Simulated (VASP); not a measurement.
Write the native input for VASP 6.6.1 that does the following.

```yaml
Task: electric field gradients
Functional: r2SCAN
Potentials_or_basis: VASP PAW PBE potentials, release 64 (Cs_sv, H)
Cutoff: 520 eV
k_mesh: 8 × 8 × 8
Occupations: fermi-dirac, width 0.01 eV
Spin: no spin polarisation
Dipole_correction: no
Further_INCAR_settings: ALGO = Normal; EDIFF = 1e-08; NBANDS = 12
```

The system is CsH.

```
CELL_PARAMETERS angstrom
3.81841 0.00000 0.00000
0.00000 3.81841 0.00000
0.00000 0.00000 3.81841
ATOMIC_POSITIONS crystal
Cs 0.01814 0.01814 0.01814
H 0.50000 0.50000 0.50000
```

This cell differs from its parent crystal: atom 1 (Cs) moved by [0.069282, 0.069282, 0.069282] A.

These files were run (other wordings do the same):

POSCAR

```
CsH
1.0
    3.8184085400      0.0000000000      0.0000000000
    0.0000000000      3.8184085400      0.0000000000
    0.0000000000      0.0000000000      3.8184085400
Cs H
1 1
Direct
    0.0181442083      0.0181442083      0.0181442083
    0.5000000000      0.5000000000      0.5000000000
```

INCAR.step1

```
PREC = Accurate
ENCUT = 520
ISMEAR = -1
SIGMA = 0.01
LREAL = False
LASPH = True
NELM = 100
NBANDS = 12
GGA = PE
ALGO = Normal
EDIFF = 1E-4
LWAVE = True
LCHARG = False
```

INCAR.step2

```
PREC = Accurate
ENCUT = 520
EDIFF = 1E-8
ISMEAR = -1
SIGMA = 0.01
LREAL = False
LASPH = True
NELM = 100
ALGO = Normal
ISIF = 2
LWAVE = False
LCHARG = False
METAGGA = R2SCAN
LMIXTAU = True
LEFG = True
NBANDS = 12
ISTART = 1
```

KPOINTS

```
regular mesh
0
Gamma
  8 8 8
```

Potentials or basis: VASP PAW PBE potentials, release 64 (Cs_sv, H).

The run is started by

```bash
$ cat potpaw_PBE.64/Cs_sv/POTCAR potpaw_PBE.64/H/POTCAR > POTCAR
$ cp INCAR.step1 INCAR
$ mpirun -np 1 vasp_std > vasp.out
$ cp INCAR.step2 INCAR
$ mpirun -np 1 vasp_std > vasp.out
```

It gave:

- Pressure: 0.0 GPa
- Largest force: 0.056 eV/Å
- Band gap on the k mesh: 3.17 eV
- Largest electric field gradient by atom: Cs -1.1; H +0.0 V/Å²

Caveat: the cell differs from its parent crystal (atom 1 (Cs) moved by [0.069282, 0.069282, 0.069282] A); without QUAD_EFG the Cq values of the log hold for a quadrupole moment of 1 mb, not for the nuclei; the PAW data sets were made with another functional, which shifts forces and pressure a little; spin-orbit coupling is left out, which moves the levels of the heavy elements.

Run time: 3.4 min on 1 thread of AMD EPYC 7R43 64-Core Processor (Zen 3) (shared host), peak memory 0.15 GiB.
